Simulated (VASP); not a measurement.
**Te4Pt3: single point with r2SCAN**

Crystal: Te4Pt3.

```xyz
7
Lattice="2.0060 1.1582 12.3096 -2.0060 1.1582 12.3096 0.0000 -2.3164 12.3096" Properties=species:S:1:pos:R:3 pbc="T T T"
Te    0.0000    0.0000   16.5233
Te    0.0000    0.0000   20.4056
Te    0.0000    0.0000   10.9331
Te    0.0000    0.0000   25.9959
Pt    0.0000    0.0000    0.0000
Pt    0.0000    0.0000    5.4163
Pt    0.0000    0.0000   31.5126
```

```json
{
 "Program": "VASP 6.6.1",
 "Task": "single point",
 "Functional": "r2SCAN",
 "Potentials or basis": "VASP PAW PBE potentials, release 64 (Te, Pt)",
 "Cutoff": "520 eV",
 "k mesh": "6 × 6 × 6",
 "Occupations": "gaussian, width 0.1 eV",
 "Spin": "no spin polarisation"
}
```

```
Pressure               : 0.0 GPa
Largest force          : 0.018 eV/Å
Band gap on the k mesh : zero (band 27 reaches 8.74 eV, above the bottom of band 28 at 6.63 eV)
```

Forces on the atoms (eV/Å):
```
Te   0.000  0.000 -0.004
Te   0.000  0.000  0.004
Te   0.000  0.000 -0.016
Te   0.000  0.000  0.016
Pt   0.000  0.000  0.000
Pt   0.000  0.000 -0.018
Pt   0.000  0.000  0.018
```

Levels at points of the mesh, in eV from the Fermi level:
```csv
k point,band 23,band 24,band 25,band 26,band 27,band 28,band 29,band 30,band 31,band 32
"(0.00, 0.00, 0.00)",-0.51,-0.51,0.94,0.94,1.07,2.14,2.14,2.50,2.53,2.53
"(0.50, 0.00, 0.00)",-2.57,-2.41,-1.85,-1.44,-1.00,-0.45,1.08,1.81,2.03,3.37
"(0.50, 0.50, 0.00)",-2.58,-2.25,-1.84,-1.60,-1.33,0.07,1.31,1.43,2.58,2.81
"(0.50, 0.50, 0.50)",-0.52,-0.52,0.02,1.05,1.05,1.83,1.83,2.77,2.77,3.03
```

Wall time 61 min on 1 thread of Intel(R) Xeon(R) 6975P-C (Granite Rapids), with other jobs on the host, peak memory 1.8 GiB.

Caveat: the PAW data sets were made with another functional, which shifts forces and pressure a little; spin-orbit coupling is left out, which moves the levels of the heavy elements.
